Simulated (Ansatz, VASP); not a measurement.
## One calculation of W, two programs

```
W
1.0
    -1.57677    1.57677    1.57677
     1.57677   -1.57677    1.57677
     1.57677    1.57677   -1.57677
W
1
Direct
  0.00000 0.00000 0.00000
```

Alike in both runs: functional PBEsol; k mesh 19 × 19 × 19; occupations fermi-dirac, width 0.05 eV; no spin polarisation.

Ansatz relaxed the structure, and its values are those at the end. VASP's run is a single point on that final structure, the one shown.

|  | VASP | Ansatz |
| --- | --- | --- |
| version | VASP 6.6.1 | Ansatz 0.2.0 |
| potentials or method | VASP PAW PBE potentials, release 64 (W_sv) | PAW with Ansatz's default frozen-core files, scalar-relativistic |
| plane-wave cutoff (eV) | 520 | 420 |
| valence electrons in the cell | 14 | 14 |

|  | VASP | Ansatz | Ansatz less VASP |
| --- | --- | --- | --- |
| pressure (GPa) | 0.6 | 0.0 | -0.65 |

VASP's potentials were made for PBE, not for PBEsol. The functional is the same, so the differences come from potentials, cutoffs and numerics.

Spin-orbit coupling is off throughout.
